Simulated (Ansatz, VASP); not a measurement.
**ZrS: VASP beside Ansatz**

```
Zr S
1.0
     0.00000    2.65165    2.65165
     2.65165    0.00000    2.65165
     2.65165    2.65165    0.00000
Zr S
1 1
Direct
  0.00000 0.00000 0.00000
  0.50000 0.50000 0.50000
```

Change from the starting cell: strain +0.015 along x and y, +0.015 along z, atoms carried along.

Alike in both runs: task single point; functional r2SCAN; k mesh 20 × 20 × 20; occupations gaussian, width 0.15 eV; no spin polarisation.

|  | VASP | Ansatz |
| --- | --- | --- |
| version | VASP 6.6.1 | Ansatz 0.2.0 |
| potentials or method | VASP PAW PBE potentials, release 64 (Zr_sv, S), cutoff 520 eV | scalar-relativistic, plane waves, PAW |
| valence electrons in the cell | 18 | 18 |

```csv
,VASP,Ansatz,Ansatz less VASP
gap on the k mesh at the Fermi level (eV),none,none,-
pressure (GPa),-5.7,-5.7,+0.01
```

VASP's potentials were made for PBE, not for r2SCAN. A gap of «none» marks a metal or a gap that the smearing closes.
